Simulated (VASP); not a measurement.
# Ge in VASP: notebook, part 2 of 2

VASP 6.6.1. The steps go on from the part before.

**3. Single point, LDA, non-collinear spin, zero start, spin-orbit coupling (atoms moved at random)**

INCAR

```
  PREC = Accurate
  ENCUT = 520
  EDIFF = 1E-6
  ISMEAR = -1
  SIGMA = 0.02
  LREAL = False
  LASPH = True
  NELM = 150
  ALGO = Normal
  ISIF = 2
  LWAVE = False
  LCHARG = False
  MAGMOM = 0 0 0 0 0 0
  LORBIT = 11
  LSORBIT = True
  GGA_COMPAT = False
  LORBMOM = True
  NBANDS = 40
  KPAR = 4
```

KPOINTS

```
Automatic mesh
0
Gamma
  8 8 8
```

POSCAR

```
Ge
1.0
   -2.5744897190      2.5744897190      1.3974126432
    2.5744897190     -2.5744897190      1.3974126432
    2.5744897190      2.5744897190     -1.3974126432
Ge
2
Direct
    0.5003788031      0.5027753387      0.0026579963
    0.2486531969      0.7504986613      0.5027410037
```

Potentials or basis: VASP PAW LDA potentials, release 64 (Ge_d).

Launch:

```
$ cat potpaw_LDA.64/Ge_d/POTCAR > POTCAR
$ mpirun -np 4 vasp_ncl > vasp.out
```

Wall time 4 min (4 MPI ranks of Intel Xeon Platinum 8259CL at 2.50GHz (Skylake/Cascade Lake), shared host); peak memory 0.58 GiB.

It converged, with:

```yaml
Free_energy: -10.0182 eV
Pressure: -2.6 GPa
Largest_force: 0.009 eV/Å
Net_moment: 0.00 μB per cell
Valence_electrons_inside_the_program's_atomic_spheres: Ge 12.29
```

Forces in eV/Å, atoms in the order of the input:
```
Ge  -0.005  0.006 -0.004
Ge   0.005 -0.006  0.004
```

Stress tensor (GPa, compression positive):
```
-4.31  0.00 -0.01
 0.00 -4.16 -0.01
-0.01 -0.01  0.63
```

Moments on the atoms (μB; x, y, z):
```
Ge  0.00 0.00 0.00
Ge  0.00 0.00 0.00
```

Caveat: the cell differs from its parent crystal (atoms moved at random).

**4. Relaxation of cell and atoms, BLYP+D3(BJ)**

INCAR

```
AGGAC    = 1.0          
AGGAX    = 1.0          
ALDAC    = 0.0          
ALDAX    = 1.0          
ALGO     = Normal         # electronic algorithm
EDIFF    = 1E-7           # SCF threshold, eV
EDIFFG   = -0.02          # ionic threshold
ENCUT    = 600            # plane-wave cutoff, eV
GGA      = B5             # functional
IBRION   = 2              # ionic algorithm
ISIF     = 3              # what is computed and relaxed
ISMEAR   = -1             # smearing method
IVDW     = 12             # dispersion correction
LASPH    = True           # aspherical terms in the spheres
LCHARG   = False          # write CHGCAR
LREAL    = False          # projectors in reciprocal space
LWAVE    = False          # write WAVECAR
NELM     = 80             # most SCF steps
NSW      = 80             # ionic steps
PREC     = Accurate       # precision mode
SIGMA    = 0.05           # smearing width, eV
VDW_A1   = 0.4298       
VDW_A2   = 4.2359       
VDW_S6   = 1.0          
VDW_S8   = 2.6996
```

KPOINTS

```
k-points
0
Gamma
  11 11 11
```

POSCAR

```
Ge
1.0
   -2.5744897190      2.5744897190      1.3974126432
    2.5744897190     -2.5744897190      1.3974126432
    2.5744897190      2.5744897190     -1.3974126432
Ge
2
Direct
    0.5000000000      0.5000000000      0.0000000000
    0.2500000000      0.7500000000      0.5000000000
```

Potentials or basis: VASP PAW PBE potentials, release 64 (Ge_d).

Launch:

```
$ cat potpaw_PBE.64/Ge_d/POTCAR > POTCAR
$ mpirun -np 1 vasp_std > vasp.out
```

It took 6.1 min on 1 thread of Intel Xeon 8259CL, shared host; peak memory 0.25 GiB.

Results (log left out):

```yaml
Free_energy: -8.4459 eV
Relaxed_volume: 19.24 Å³/atom
Relaxed_cell: a = 3.950 Å, b = 3.950 Å, c = 3.950 Å, α = 97.37°, β = 97.37°, γ = 138.04°
Space_group_after_relaxing_to_0.1_Å: I4_1/amd (No. 141)
Energy_gained_by_relaxing: 5.9 meV/atom
Ionic_steps: 3
Pressure_after_relaxing: -0.1 GPa
Band_gap_on_the_k_mesh: zero (bands 14 and 15 overlap by 4.26 eV)
Dispersion_energy_per_atom: -0.798 eV
```

Stress tensor (GPa, compression positive):
```
-0.01  0.00  0.00
 0.00 -0.01  0.00
 0.00  0.00 -0.14
```

Step by step:
| step | energy change (eV) | largest force (eV/Å) | pressure (GPa) | volume (Å³) |
| --- | --- | --- | --- | --- |
| 1 | 0.0000 | 0.0000 | 2.70 | 37.05 |
| 2 | -0.0113 | 0.0000 | -0.48 | 38.75 |
| 3 | -0.0117 | 0.0000 | -0.05 | 38.47 |

Final structure:
```
Ge
1.0
    -2.60776    2.60776    1.41429
     2.60776   -2.60776    1.41429
     2.60776    2.60776   -1.41429
Ge
2
Direct
  0.50000 0.50000 0.00000
  0.25000 0.75000 0.50000
```

Levels at points of the mesh, in eV from the Fermi level:
| k point | band 12 | band 13 | band 14 | band 15 | band 16 | band 17 |
| --- | --- | --- | --- | --- | --- | --- |
| (0.00, 0.00, 0.00) | -4.39 | -2.20 | -2.20 | 3.83 | 7.22 | 7.22 |

Caveat: the PAW data sets were made with another functional, which shifts forces and pressure a little.

**5. Relaxation of cell and atoms, LDA**

INCAR

```
SYSTEM = Ge
  ALGO = Normal
  EDIFF = 1E-7
  EDIFFG = -0.02
  ENCUT = 600
  GGA = CA
  IBRION = 2
  ISIF = 3
  ISMEAR = -1
  LASPH = .True.
  LCHARG = .False.
  LREAL = .False.
  LWAVE = .False.
  NELM = 100
  NSW = 80
  PREC = Accurate
  SIGMA = 0.05
```

KPOINTS

```
k-points
0
Gamma
  11 11 11
  0 0 0
```

POSCAR is that of step 4.

Potentials or basis: VASP PAW LDA potentials, release 64 (Ge_d).

Launch:

```
$ cat potpaw_LDA.64/Ge_d/POTCAR > POTCAR
$ mpirun -np 1 vasp_std > vasp.out
```

OUTCAR:

```text
SYSTEM = Ge
   EDIFF = 1E-7
   EDIFFG = -0.02
   ENCUT = 600
   GGA = CA
   IBRION = 2
   ISIF = 3
   ISMEAR = -1
   LASPH = .True.
   LREAL = .False.
   NELM = 100
   NSW = 80
   PREC = Accurate

 ion  position               nearest neighbor table
   1  0.500  0.500  0.000-   2 2.67   2 2.67   2 2.67   2 2.67
   2  0.250  0.750  0.500-   1 2.67   1 2.67   1 2.67   1 2.67

  LATTYP: Found a body centered tetragonal cell.
 ALAT       =     5.1489794380
 C/A-ratio  =     0.5427920853

  Lattice vectors:

 A1 = (  -2.5744897190,   2.5744897190,   1.3974126432)
 A2 = (   2.5744897190,  -2.5744897190,   1.3974126432)
 A3 = (   2.5744897190,   2.5744897190,  -1.3974126432)

[... 252 lines left out ...]
  ext. energy  EPLUGINS =         0.00000000
  ---------------------------------------------------
  free energy    TOTEN  =       -10.03278665 eV

  energy without entropy =      -10.02475100  energy(sigma->0) =      -10.02876883

 E-fermi :   6.8898     XC(G=0): -11.7620

 val. band max:        6.8741245625   @ k =   0.4545   0.2727   0.0909
 cond. band min:       6.9135457097   @ k =  -0.1818  -0.2727   0.1818
 fundamental gap:      0.0394211472
 Fermi energy:         6.8898331376

 k-point     1 :       0.0000    0.0000    0.0000
  band No.  band energies     occupation
      1     -17.9998      2.00000
      2     -17.9515      2.00000
      3     -17.9185      2.00000
      4     -17.9173      2.00000
      5     -17.8000      2.00000
      6     -17.8000      2.00000
[... 481 lines left out ...]
      5     -17.8089      2.00000
      6     -17.7915      2.00000
[... 10 lines left out ...]
     17      12.9610      0.00000
     18      15.0749      0.00000

 [... further k-points ...]

------------------------ aborting loop because EDIFF is reached ----------------------------------------

  FORCE on cell =-STRESS in cart. coord.  units (eV):
  Direction    XX          YY          ZZ          XY          YZ          ZX
  --------------------------------------------------------------------------------------
  -------------------------------------------------------------------------------------
  Total        0.0248841      0.0248841      0.0089848      0.0000000      0.0000000      0.0000000
  in kB        1.1094562      1.1094562      0.4005869      0.0000000      0.0000000      0.0000000
  external PRESSURE =       0.8731665 kB  Pullay stress =       0.0000000 kB
[... 17 lines left out ...]
  FREE ENERGIE OF THE ION-ELECTRON SYSTEM (eV)
  ---------------------------------------------------
  free  energy   TOTEN  =       -10.0327866524 eV

  energy  without entropy=      -10.0247510014  energy(sigma->0) =      -10.02876883

 reached required accuracy - stopping structural energy minimisation
```

It took 4.4 min on 1 thread of Intel Xeon 8259CL, shared host; peak memory 0.22 GiB.

What came out:

```
Free energy                           : -10.0328 eV
Relaxed volume                        : 17.97 Å³/atom
Relaxed cell                          : a = 3.861 Å, b = 3.861 Å, c = 3.861 Å, α = 97.36°, β = 97.36°, γ = 138.05°
Space group after relaxing (to 0.1 Å) : I4_1/amd (No. 141)
Energy gained by relaxing             : 4.1 meV/atom
Ionic steps                           : 3
Pressure after relaxing               : 0.1 GPa
Band gap on the k mesh                : zero (bands 14 and 15 overlap by 4.84 eV)
```

Step by step:
```csv
step,energy change (eV),largest force (eV/Å),pressure (GPa),volume (Å³)
1,0.0000,0.0000,-2.37,37.05
2,-0.0073,0.0000,0.64,35.60
3,-0.0082,0.0000,0.09,35.94
```

Final structure:
```cif
data_structure
_symmetry_space_group_name_H-M 'P 1'
_symmetry_Int_Tables_number 1
_cell_length_a 3.8613
_cell_length_b 3.8613
_cell_length_c 3.8613
_cell_angle_alpha 97.362
_cell_angle_beta 97.362
_cell_angle_gamma 138.051
_cell_volume 35.94
loop_
_atom_site_label
_atom_site_type_symbol
_atom_site_fract_x
_atom_site_fract_y
_atom_site_fract_z
_atom_site_occupancy
Ge1 Ge 0.50000 0.50000 0.00000 1
Ge2 Ge 0.25000 0.75000 0.50000 1
```

**6. The runs side by side**

```tsv
task	level	potentials or basis	spin	cell	k mesh	cutoff (eV)	smearing	grid for exact exchange (PRECFOCK)	share of exact exchange	gap on the mesh (eV)	pressure (GPa)	relaxed volume (Å³/atom)
single point	r2SCAN-based global hybrid with 15 % exact exchange	VASP PAW PBE potentials, release 64 (Ge_d)	off	as given, atomic positions A	6 × 6 × 6	450	fermi-dirac 0.05 eV	Normal	0.15	none	-1.1	-
single point	LDA	VASP PAW LDA potentials, release 64 (Ge_d)	non-collinear, zero start, SOC	as given, atomic positions B	8 × 8 × 8	520	fermi-dirac 0.02 eV	-	-	-	-2.6	-
relaxation of cell and atoms	BLYP+D3(BJ)	VASP PAW PBE potentials, release 64 (Ge_d)	off	relaxed, atomic positions A	11 × 11 × 11	600	fermi-dirac 0.05 eV	-	-	none	-0.1	19.24
relaxation of cell and atoms	LDA	VASP PAW LDA potentials, release 64 (Ge_d)	off	relaxed, atomic positions A	11 × 11 × 11	600	fermi-dirac 0.05 eV	-	-	none	0.1	17.97
```

Caveats: some runs use coarse meshes; the PAW data sets were made with another functional, which shifts forces and pressure a little (at least some runs).

Total energies depend on the potentials used, so only differences within one code and one set of settings carry meaning.

The gap in the log of VASP goes by the Fermi energy; the results here count the filled bands.